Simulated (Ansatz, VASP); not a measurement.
## Bi2Te3: VASP beside Ansatz

```xyz
5
Lattice="4.3497 0.0000 0.0000 -2.1749 3.9553 0.0000 0.0000 0.0000 41.0302" Properties=species:S:1:pos:R:3 pbc="T T T"
Te    0.0000    0.0827   16.8234
Te    2.1749    1.3184   20.5151
Te    0.0000    2.5542   24.2068
Bi    0.0000    2.6830   18.5160
Bi    0.0000   -0.0462   22.5142
```

Change from the starting cell: strain along y +0.050, atoms relaxed.

Alike in both runs: functional PBE; dispersion D3(BJ); k mesh 6 × 6 × 1; occupations gaussian, width 0.02 eV; no spin polarisation.

Ansatz relaxed the structure, and its values are those at the end. VASP's run is a single point on that final structure, the one shown.

```csv
,VASP,Ansatz
version,VASP 6.6.1,Ansatz 0.2.0
potentials or method,"VASP PAW PBE potentials, release 64 (Te, Bi_d), cutoff 520 eV","scalar-relativistic, plane waves, PAW"
valence electrons in the cell,48,78
```

Ansatz gave:

```
gap on the k mesh at the Fermi level (eV) : 0.80
least direct gap on the mesh (eV)         : 1.05
rms of the force components (eV/Å)        : 0.004
```

Estimate VASP's values.

gap on the k mesh at the Fermi level (eV): 0.79; least direct gap on the mesh (eV): 1.04; rms of the force components (eV/Å): 0.005.

VASP's potentials hold 48 valence electrons a cell and Ansatz's 78, so a difference there can come from the potentials and not from the codes. Ansatz's warnings: stress scf threshold loose.

Spin-orbit coupling is off throughout.
